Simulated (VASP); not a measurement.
# As (P4/mmm) in VASP: notebook

The runs below take As through single point, relaxation of cell and atoms, with PBE.

Program: VASP 6.6.1. These are calculated values, not measurements. Logs are shortened: lines on timing, memory, paths and dates and some standing lists are left out, and cuts for length are marked.

## (1) The cell of the first run

The structure is tetragonal, space group P4/mmm (No. 123). The conventional cell has a = 3.080 Å, b = 3.080 Å, c = 2.113 Å, α = 90.00°, β = 90.00°, γ = 90.00°. Within 2.8 Å of As (site symmetry 4/mmm) lie 2 As at 2.11 Å.

The cell was built from a structure type or drawn by symmetry, and may not be a known phase.

## (2) Single point, PBE

INCAR

```
SYSTEM = As
ALGO = Normal
EDIFF = 1E-7
ENCUT = 520
GGA = PE
ISIF = 2
ISMEAR = 0
LASPH = .TRUE.
LCHARG = .FALSE.
LREAL = .FALSE.
LWAVE = .FALSE.
NBANDS = 8
NELM = 100
PREC = Accurate
SIGMA = 0.1
```

KPOINTS

```
k-points
0
G
  6 6 8
  0 0 0
```

POSCAR

```
As
1.0
    3.0803526100      0.0000000000      0.0000000000
    0.0000000000      3.0803526100      0.0000000000
    0.0000000000      0.0000000000      2.1131996400
As
1
Direct
    0.5000000000      0.5000000000      0.5000000000
```

Potentials or basis: VASP PAW PBE potentials, release 64 (As).

Started as:

```console
$ cat potpaw_PBE.64/As/POTCAR > POTCAR
$ mpirun -np 1 vasp_std > vasp.out
```

OUTCAR:

```text
SYSTEM = As
   EDIFF = 1E-7
   ENCUT = 520
   GGA = PE
   ISIF = 2
   ISMEAR = 0
   LASPH = .TRUE.
   LREAL = .FALSE.
   NELM = 100
   PREC = Accurate

 ion  position               nearest neighbor table
   1  0.500  0.500  0.500-

  LATTYP: Found a simple tetragonal cell.
 ALAT       =     3.0803526100
 C/A-ratio  =     0.6860252405

  Lattice vectors:

 A1 = (   3.0803526100,   0.0000000000,   0.0000000000)
 A2 = (   0.0000000000,   3.0803526100,   0.0000000000)
 A3 = (   0.0000000000,   0.0000000000,   2.1131996400)

Analysis of symmetry for initial positions (statically):
=====================================================================
 Subroutine PRICEL returns:
 Original cell was already a primitive cell.

 Routine SETGRP: Setting up the symmetry group for a
 simple tetragonal supercell.

 Subroutine GETGRP returns: Found 16 space group operations
 (whereof 16 operations were pure point group operations)
 out of a pool of 16 trial point group operations.

The static configuration has the point symmetry D_4h.

Analysis of symmetry for dynamics (positions and initial velocities):
=====================================================================
 Subroutine PRICEL returns:
 Original cell was already a primitive cell.

 Routine SETGRP: Setting up the symmetry group for a
 simple tetragonal supercell.

 Subroutine GETGRP returns: Found 16 space group operations
 (whereof 16 operations were pure point group operations)
 out of a pool of 16 trial point group operations.

The dynamic configuration has the point symmetry D_4h.

 Subroutine INISYM returns: Found 16 space group operations
 (whereof 16 operations are pure point group operations),
 and found     1 'primitive' translations

----------------------------------------------------------------------------------------

                                     Primitive cell

  volume of cell :      20.0512

  direct lattice vectors                    reciprocal lattice vectors
     3.080352610  0.000000000  0.000000000     0.324638159  0.000000000  0.000000000
     0.000000000  3.080352610  0.000000000     0.000000000  0.324638159  0.000000000
     0.000000000  0.000000000  2.113199640     0.000000000  0.000000000  0.473216056

  length of vectors
     3.080352610  3.080352610  2.113199640     0.324638159  0.324638159  0.473216056

  position of ions in fractional coordinates (direct lattice)
     0.500000000  0.500000000  0.500000000

  ion indices of the primitive-cell ions
   primitive index   ion index
                 1           1

----------------------------------------------------------------------------------------

 KPOINTS: k-points

Automatic generation of k-mesh.
 Grid dimensions read from file:
 generate k-points for:    6    6    8

 Generating k-lattice:

  Cartesian coordinates                     Fractional coordinates (reciprocal lattice)
     0.054106360  0.000000000  0.000000000     0.166666667  0.000000000  0.000000000
     0.000000000  0.054106360  0.000000000     0.000000000  0.166666667  0.000000000
     0.000000000  0.000000000  0.059152007     0.000000000  0.000000000  0.125000000

  Length of vectors
     0.054106360  0.054106360  0.059152007

  Shift w.r.t. Gamma in fractional coordinates (k-lattice)
     0.000000000  0.000000000  0.000000000

 Subroutine IBZKPT returns following result:
 ===========================================

 Found     50 irreducible k-points:

 Following reciprocal coordinates:
            Coordinates               Weight
  0.000000  0.000000  0.000000      1.000000
  0.166667  0.000000  0.000000      4.000000
  0.333333  0.000000  0.000000      4.000000
  0.500000  0.000000  0.000000      2.000000
  0.166667  0.166667  0.000000      4.000000
  0.333333  0.166667  0.000000      8.000000
[... 16 lines left out ...]
  0.333333  0.000000  0.250000      8.000000
  0.500000  0.000000  0.250000      4.000000
 [... further k-points ...]
   k-points           NKPTS =     50   k-points in BZ     NKDIM =     50   number of bands    NBANDS=      8
   number of dos      NEDOS =    301   number of ions     NIONS =      1
   total plane-waves  NPLWV =   9216
   dimension x,y,z NGX =    24 NGY =   24 NGZ =   16
   dimension x,y,z NGXF=    48 NGYF=   48 NGZF=   32
   ions per type =               1
   NGX,Y,Z   is equivalent  to a cutoff of  12.95, 12.95, 12.59 a.u.
   NGXF,Y,Z  is equivalent  to a cutoff of  25.91, 25.91, 25.17 a.u.
 SYSTEM =  As
   PREC   = accura    normal or accurate (medium, high low for compatibility)
   ISTART =      0    job   : 0-new  1-cont  2-samecut
   ICHARG =      2    charge: 1-file 2-atom 10-const
   ISPIN  =      1    spin polarized calculation?
   LNONCOLLINEAR =      F non collinear calculations
   LSORBIT =      F    spin-orbit coupling
   LASPH  =      T    aspherical Exc in radial PAW
   ENCUT  =  520.0 eV  38.22 Ry    6.18 a.u.   5.73  5.73  3.93*2*pi/ulx,y,z
   NELM   =    100;   NELMIN=  2; NELMDL= -5     # of ELM steps
   EDIFF  = 0.1E-06   stopping-criterion for ELM
   LREAL  =      F    real-space projection
   EDIFFG = 0.1E-05   stopping-criterion for IOM
   NSW    =      0    number of steps for IOM
   IBRION =     -1    ionic relax: 0-MD 1-quasi-New 2-CG
   NFREE  =      0    steps in history (QN), initial steepest desc. (CG)
   ISIF   =      2    stress and relaxation
   ISYM   =      2    0-nonsym 1-usesym 2-fastsym
   POTIM  = 0.5000    time-step for ionic-motion
   TEBEG  =    0.0;   TEEND  =   0.0 temperature during run
   PSTRESS=    0.0 pullay stress
   NELECT =       5.0000    total number of electrons
   NUPDOWN=      -1.0000    fix difference up-down
   EMIN   =  10.00;   EMAX   =-10.00  energy-range for DOS
   EFERMI =   0.00;   METHOD = LEGACY
   ISMEAR =     0;   SIGMA  =   0.10  broadening in eV -4-tet -1-fermi 0-gaus
   EFERMI_NEDOS =   21; number of points for ismear=-14 and -15
   IALGO  =     38    algorithm
   IMIX   =      4    mixing-type and parameters
     AMIX     =   0.40;   BMIX     =  1.00
     AMIX_MAG =   1.60;   BMIX_MAG =  1.00
  volume/ion in A,a.u.               =      20.05       135.31
  Fermi-wavevector in a.u.,A,eV,Ry     =   1.030428  1.947227 14.446423  1.061782
  Thomas-Fermi vector in A             =   2.164526
   LORBIT       =      0    0 simple, 1 ext, 2 COOP (PROOUT), +10 PAW based schemes
   GGA     = PE    functional components
   LHFCALC =     F    Hartree Fock is set to
   AEXX    =    0.0000 exact exchange contribution
   IVDW    =     0    specifies the selected vdW correction
   LEPSILON=     F    determine dielectric tensor
   LRPA    =     F    only Hartree local field effects (RPA)
 non-spin polarized calculation
 Gauss-broadening in eV      SIGMA  =   0.10
  energy-cutoff  :      520.00
  volume of cell :       20.05
 maximum number of plane-waves:       554
 NGX is ok and might be reduce to    24
   NGX = 11   NGY = 11   NGZ =  7

 number of electron       4.9999999 magnetization

 Free energy of the ion-electron system (eV)
  ---------------------------------------------------
  ext. energy  EPLUGINS =         0.00000000
  ---------------------------------------------------
  free energy    TOTEN  =        -3.20094824 eV

  energy without entropy =       -3.19910742  energy(sigma->0) =       -3.20002783

 E-fermi :   5.4623     XC(G=0): -10.1932

 val. band max:        5.3880337429   @ k =   0.1667   0.1667   0.2500
 cond. band min:       5.4910764123   @ k =   0.5000   0.0000   0.5000
 fundamental gap:      0.1030426693
 Fermi energy:         5.4622849132

 k-point     1 :       0.0000    0.0000    0.0000
  band No.  band energies     occupation
      1     -10.2403      2.00000
      2       5.3202      1.95557
      3       5.3202      1.95557
      4      10.4657      0.00000
      5      11.4317      0.00000
      6      21.4864      0.00000
      7      23.5100      0.00000
      8      24.5831      0.00000

 k-point     2 :       0.1667    0.0000    0.0000
  band No.  band energies     occupation
      1      -9.9550      2.00000
      2       2.8713      2.00000
      3       5.5550      0.18982
      4      11.2451      0.00000
      5      14.2754      0.00000
      6      20.3308      0.00000
      7      21.7164      0.00000
      8      21.9732      0.00000

 k-point     3 :       0.3333    0.0000    0.0000
  band No.  band energies     occupation
      1      -9.2594      2.00000
      2      -0.0942      2.00000
      3       6.0930      0.00000
      4      12.2468      0.00000
      5      17.4497      0.00000
      6      17.8842      0.00000
      7      20.8443      0.00000
      8      22.2423      0.00000

 k-point     4 :       0.5000    0.0000    0.0000
  band No.  band energies     occupation
      1      -8.8095      2.00000
      2      -1.3500      2.00000
      3       6.4093      0.00000
      4      13.0554      0.00000
      5      16.3384      0.00000
      6      16.7643      0.00000
      7      22.5507      0.00000
      8      25.1322      0.00000

 k-point     5 :       0.1667    0.1667    0.0000
  band No.  band energies     occupation
      1      -9.6708      2.00000
      2       3.0601      2.00000
      3       3.2341      2.00000
      4      13.8716      0.00000
      5      14.9544      0.00000
      6      17.1873      0.00000
      7      21.9445      0.00000
      8      25.0546      0.00000

 k-point     6 :       0.3333    0.1667    0.0000
  band No.  band energies     occupation
      1      -8.9788      2.00000
      2       0.1979      2.00000
      3       3.8032      2.00000
      4      13.1682      0.00000
      5      15.7374      0.00000
      6      20.3318      0.00000
      7      22.4650      0.00000
      8      23.4235      0.00000

 k-point     7 :       0.5000    0.1667    0.0000
  band No.  band energies     occupation
      1      -8.5319      2.00000
      2      -1.0511      2.00000
      3       4.2119      2.00000
      4      12.1206      0.00000
      5      16.1159      0.00000
      6      21.8455      0.00000
      7      22.7696      0.00000
      8      25.3357      0.00000

 k-point     8 :       0.3333    0.3333    0.0000
  band No.  band energies     occupation
      1      -8.2972      2.00000
      2       0.8547      2.00000
      3       0.9676      2.00000
      4      10.1586      0.00000
      5      20.9508      0.00000
      6      21.3150      0.00000
      7      22.9709      0.00000
      8      27.3030      0.00000

 k-point     9 :       0.5000    0.3333    0.0000
  band No.  band energies     occupation
      1      -7.8590      2.00000
      2      -0.3206      2.00000
      3       1.3706      2.00000
      4       8.8836      0.00000
      5      21.5513      0.00000
      6      23.2651      0.00000
      7      25.8670      0.00000
      8      27.0962      0.00000

 k-point    10 :       0.5000    0.5000    0.0000
  band No.  band energies     occupation
      1      -7.4278      2.00000
      2       0.1550      2.00000
      3       0.1550      2.00000
      4       7.5679      0.00000
      5      23.5517      0.00000
      6      25.1972      0.00000
      7      27.9934      0.00000
      8      28.4251      0.00000
[... 78 lines left out ...]
 k-point    18 :       0.3333    0.3333    0.1250
  band No.  band energies     occupation
      1      -7.7929      2.00000
      2       1.3901      2.00000
      3       1.5148      2.00000
      4      10.6683      0.00000
      5      16.9793      0.00000
      6      21.8010      0.00000
      7      22.6975      0.00000
      8      26.8471      0.00000

 k-point    19 :       0.5000    0.3333    0.1250
  band No.  band energies     occupation
      1      -7.3586      2.00000
      2       0.2253      2.00000
      3       1.9129      2.00000
      4       9.3933      0.00000
      5      17.4235      0.00000
      6      22.8047      0.00000
      7      25.6630      0.00000
      8      27.1822      0.00000

 k-point    20 :       0.5000    0.5000    0.1250
  band No.  band energies     occupation
      1      -6.9317      2.00000
      2       0.7025      2.00000
      3       0.7025      2.00000
      4       8.0771      0.00000
      5      17.8944      0.00000
      6      26.1699      0.00000
      7      26.1699      0.00000
      8      28.4112      0.00000

 k-point    21 :       0.0000    0.0000    0.2500
  band No.  band energies     occupation
      1      -8.1699      2.00000
      2       7.5022      0.00000
      3       7.5022      0.00000
      4       8.3163      0.00000
      5      13.3588      0.00000
      6      13.3848      0.00000
      7      24.9123      0.00000
      8      24.9123      0.00000

 k-point    22 :       0.1667    0.0000    0.2500
  band No.  band energies     occupation
      1      -7.8890      2.00000
      2       4.9436      2.00000
      3       7.7384      0.00000
      4       8.8743      0.00000
      5      13.7436      0.00000
      6      16.3783      0.00000
      7      22.2320      0.00000
      8      22.4898      0.00000

 k-point    23 :       0.3333    0.0000    0.2500
  band No.  band energies     occupation
      1      -7.2077      2.00000
      2       2.0281      2.00000
      3       8.2811      0.00000
      4       9.4928      0.00000
      5      14.8007      0.00000
      6      19.0727      0.00000
      7      19.3820      0.00000
      8      20.3677      0.00000

 k-point    24 :       0.5000    0.0000    0.2500
  band No.  band energies     occupation
      1      -6.7703      2.00000
      2       0.7967      2.00000
      3       8.6017      0.00000
      4       9.8452      0.00000
      5      15.8322      0.00000
      6      17.8705      0.00000
      7      18.2756      0.00000
      8      19.2527      0.00000

 [... further k-points ...]

------------------------ aborting loop because EDIFF is reached ----------------------------------------

  FORCE on cell =-STRESS in cart. coord.  units (eV):
  Direction    XX          YY          ZZ          XY          YZ          ZX
  --------------------------------------------------------------------------------------
  -------------------------------------------------------------------------------------
  Total       -0.4861429     -0.4861429     13.4326040      0.0000000      0.0000000      0.0000000
  in kB      -38.8448231    -38.8448231   1073.3204387      0.0000000      0.0000000      0.0000000
  external PRESSURE =     331.8769308 kB  Pullay stress =       0.0000000 kB

 VOLUME and BASIS-vectors are now :
 -----------------------------------------------------------------------------
  energy-cutoff  :      520.00
  volume of cell :       20.05
      direct lattice vectors                 reciprocal lattice vectors
     3.080352610  0.000000000  0.000000000     0.324638159  0.000000000  0.000000000
     0.000000000  3.080352610  0.000000000     0.000000000  0.324638159  0.000000000
     0.000000000  0.000000000  2.113199640     0.000000000  0.000000000  0.473216056

 POSITION                                       TOTAL-FORCE (eV/Angst)
 -----------------------------------------------------------------------------------
      1.54018      1.54018      1.05660         0.000000      0.000000      0.000000
 -----------------------------------------------------------------------------------
    total drift:                                0.000000     -0.000000     -0.000000

  FREE ENERGIE OF THE ION-ELECTRON SYSTEM (eV)
  ---------------------------------------------------
  free  energy   TOTEN  =        -3.2009482442 eV

  energy  without entropy=       -3.1991074187  energy(sigma->0) =       -3.20002783
```

Wall time 5.1 s (1 thread of Intel Xeon 8259CL, shared host); peak memory 0.12 GiB.

What came out:

| Quantity | Value |
| --- | --- |
| Free energy | -3.2009 eV |
| Pressure | 33.2 GPa |
| Band gap on the k mesh | zero (an odd number of electrons rules out a gap without spin polarisation) |

Stress tensor (GPa, compression positive):
```
 -3.88   0.00   0.00
  0.00  -3.88   0.00
  0.00   0.00 107.33
```

Levels at points of the mesh, in eV from the Fermi level:
```csv
k point,band 1,band 2,band 3,band 4,band 5
"(0.00, 0.00, 0.00)",-15.70,-0.14,-0.14,5.00,5.97
"(0.50, 0.00, 0.00)",-14.27,-6.81,0.95,7.59,10.88
"(0.50, 0.50, 0.00)",-12.89,-5.31,-5.31,2.11,18.09
"(0.00, 0.00, 0.50)",-7.57,-7.01,6.43,6.43,11.56
"(0.50, 0.00, 0.50)",-6.60,-5.19,0.03,4.13,7.46
"(0.50, 0.50, 0.50)",-5.73,-3.29,1.39,1.39,6.00
```

Caveat: the k points lie up to 0.37 Å⁻¹ apart, too coarse for converged energies and pressures of a metal.

## (3) Relaxation of cell and atoms, PBE

INCAR

```
PREC = Accurate
ENCUT = 600
EDIFF = 1E-6
ISMEAR = 0
SIGMA = 0.1
LREAL = False
LASPH = True
NELM = 60
ALGO = Normal
ISIF = 3
LWAVE = False
LCHARG = False
GGA = PE
IBRION = 2
NSW = 90
EDIFFG = -0.04
```

KPOINTS

```
Automatic mesh
0
Gamma
  6 6 8
```

POSCAR is that of step 2.

Potentials or basis: VASP PAW PBE potentials, release 64 (As).

Started as:

```console
$ cat potpaw_PBE.64/As/POTCAR > POTCAR
$ mpirun -np 1 vasp_std > vasp.out
```

Wall time 56 s (1 thread of Intel Xeon 8259CL, shared host); peak memory 0.14 GiB.

Results (log left out):

* Free energy: -4.6025 eV
* Relaxed volume: 20.79 Å³/atom
* Relaxed cell: a = 2.710 Å, b = 2.710 Å, c = 2.830 Å, α = 90.00°, β = 90.00°, γ = 90.00°
* Space group after relaxing (to 0.1 Å): P4/mmm (No. 123)
* Energy gained by relaxing: 1401.5 meV/atom
* Ionic steps: 10
* Pressure after relaxing: 0.0 GPa
* Band gap on the k mesh: zero (an odd number of electrons rules out a gap without spin polarisation)

The path:
```
step  energy change (eV)  largest force (eV/Å)  pressure (GPa)  volume (Å³)
   1              0.0000                0.0000           33.19        20.05
   2             -0.7683                0.0000          -12.18        31.51
   3             -1.0656                0.0000           -9.21        25.23
   4             -1.3741                0.0000           -2.46        21.37
   5             -1.3979                0.0000            1.04        20.42
   6             -1.3980                0.0000            1.46        20.33
   7             -1.3996                0.0000            0.94        20.60
   8             -1.4004                0.0000            1.15        20.50
   9             -1.4013                0.0000           -0.50        20.92
  10             -1.4015                0.0000            0.01        20.79
```

Final structure:
```
As
1.0
     2.71027    0.00000    0.00000
     0.00000    2.71027    0.00000
     0.00000    0.00000    2.83006
As
1
Direct
  0.50000 0.50000 0.50000
```

Levels at points of the mesh, in eV from the Fermi level:
```csv
k point,band 1,band 2,band 3,band 4,band 5,band 6
"(0.00, 0.00, 0.00)",-14.81,2.79,4.16,4.16,7.65,8.49
"(0.50, 0.00, 0.00)",-11.67,-6.86,5.10,6.44,10.67,13.18
"(0.50, 0.50, 0.00)",-8.37,-4.21,-4.21,2.52,7.26,15.36
"(0.00, 0.00, 0.50)",-12.30,-6.71,5.97,5.97,10.70,14.05
"(0.50, 0.00, 0.50)",-9.07,-4.68,-3.97,2.44,8.12,15.79
"(0.50, 0.50, 0.50)",-5.52,-2.25,-2.25,-1.46,5.93,5.93
```

Caveat: the k points lie up to 0.39 Å⁻¹ apart in the final cell, too coarse for converged energies and pressures of a metal; a cell axis changed by over 15 % at a fixed basis, so the end point is rough.
